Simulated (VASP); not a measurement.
Runs of VASP 6.6.1 on WC. The structure is that of space group I4/mmm (No. 139), or close to it. The cells are those of the table. 

| cell | gap on the mesh (eV) | pressure (GPa) |
| --- | --- | --- |
| a = 3.223, b = 3.223, c = 2.918 Å, angles 63.1, 63.1, 53.8°, 2 atoms | none | 23.4 |
| a = 3.014, b = 3.014, c = 3.481 Å, angles 54.7, 54.7, 70.5°, 2 atoms | none | (a) |
| a = 3.038, b = 3.038, c = 3.274 Å, angles 57.4, 57.4, 65.2°, 2 atoms | none | 21.2 |
| a = 3.383, b = 3.383, c = 2.763 Å, angles 65.9, 65.9, 48.2°, 2 atoms | none | (b) |
| a = 3.021, b = 3.021, c = 3.369 Å, angles 56.1, 56.1, 67.8°, 2 atoms | none | 49.7 |

Alike in all rows: task single point; level PBE; potentials or basis VASP PAW PBE potentials, release 64 (W_sv, C); no spin polarisation; k mesh 20 × 20 × 20; cutoff (eV) 520; smearing gaussian 0.15 eV.

**Question.** Fill in the values left out.

**Answer.** (a) 90.0; (b) 77.1.

Caveats: the cell stands under pressure; spin-orbit coupling is left out, which moves the levels of the heavy elements.

A k mesh can miss the band edges, and the runs leave out spin-orbit coupling on W.

A gap of «none» marks levels without a gap at the run's occupations.
